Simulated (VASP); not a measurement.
The system is Au.

```
Au
1.0
     3.35083    0.00000    0.00000
     0.00000    3.35083    0.00000
     0.00000    0.00000    3.10323
Au
2
Direct
  0.00000 0.00000 0.00000
  0.50000 0.50000 0.50000
```

This cell differs from its parent crystal: uniaxial strain along c: -6.0 %.

Base run:

- Program: VASP 6.6.1
- Functional: PBE
- Potentials or basis: VASP PAW PBE potentials, release 64 (Au)
- Cutoff: 520 eV
- k mesh: 12 × 12 × 12
- Occupations: gaussian, width 0.1 eV
- Spin: no spin polarisation

Its results: band gap on the k mesh zero (band 11 reaches 12.26 eV, above the bottom of band 12 at 6.89 eV); pressure 4.9 GPa.

Question: The run is repeated on the same cell with these changes: potentials or basis from VASP PAW PBE potentials, release 64 (Au) to VASP PAW PBE potentials, release 64 (Au_sv_GW); cutoff from 520 eV to 500 eV; further incar settings from ALGO = Normal; EDIFF = 1e-06; NBANDS = 18 to ALGO = Normal; EDIFF = 1e-06; NBANDS = 26; valence electrons from 22 to 38. What comes out?

Answer: Band gap on the k mesh zero (band 19 reaches 11.63 eV, above the bottom of band 20 at 6.25 eV); pressure 3.3 GPa.

Caveats: spin-orbit coupling is left out, which moves the levels of the heavy elements.
